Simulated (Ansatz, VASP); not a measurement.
# Y: VASP beside Ansatz

```
Y
1.0
     3.54827    0.00000    0.00000
    -1.77414    3.07289    0.00000
     0.00000    0.00000    5.49394
Y
2
Cartesian
  0.0000 2.0486 1.3735
  1.7741 1.0243 4.1205
```

Alike in both runs: functional LDA; k mesh 12 × 12 × 6; occupations gaussian, width 0.1 eV; no spin polarisation.

Ansatz relaxed the structure, and its values are those at the end. VASP's run is a single point on that final structure, the one shown.

|  | VASP | Ansatz |
| --- | --- | --- |
| version | VASP 6.6.1 | Ansatz 0.2.0 |
| potentials or method | VASP PAW LDA potentials, release 64 (Y_sv), cutoff 520 eV | scalar-relativistic, plane waves, PAW |
| valence electrons in the cell | 22 | 22 |

|  | VASP | Ansatz | Ansatz less VASP |
| --- | --- | --- | --- |
| gap on the k mesh at the Fermi level (eV) | none | none | - |
| pressure (GPa) | -0.1 | 0.0 | +0.14 |

Ansatz warns that its potentials were made for another functional, while VASP's fit it. LDA's correlation is that of Perdew and Zunger in VASP and of Perdew and Wang (1992) in Ansatz. A gap of «none» marks a metal or a gap that the smearing closes.
